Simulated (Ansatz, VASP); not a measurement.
## One calculation of Bi2Se3, two programs

```
Se Bi
1.0
     4.12730    0.00000    0.00000
    -2.06365    3.57435    0.00000
     0.00000    0.00000   27.03297
Se Bi
3 2
Direct
  0.00000 0.00000 0.36992
  0.66667 0.33333 0.50000
  0.33333 0.66667 0.63008
  0.33333 0.66667 0.42834
  0.00000 0.00000 0.57166
```

Alike in both runs: functional PBE; dispersion D3(BJ); k mesh 9 × 9 × 1; occupations gaussian, width 0.05 eV; no spin polarisation.

Ansatz relaxed the structure, and its values are those at the end. VASP's run is a single point on that final structure, the one shown.

|  | VASP | Ansatz |
| --- | --- | --- |
| version | VASP 6.6.1 | Ansatz 0.2.0 |
| potentials or method | VASP PAW PBE potentials, release 64 (Se, Bi_d), cutoff 520 eV | scalar-relativistic, plane waves, PAW |
| valence electrons in the cell | 48 | 78 |

Ansatz gave:

- gap on the k mesh at the Fermi level (eV): 0.94
- rms of the force components (eV/Å): 0.002

What did VASP give for the same quantities?

gap on the k mesh at the Fermi level (eV): 0.94; rms of the force components (eV/Å): 0.003.

VASP's potentials hold 48 valence electrons a cell and Ansatz's 78, so a difference there can come from the potentials and not from the codes.

Neither program's run includes spin-orbit coupling.
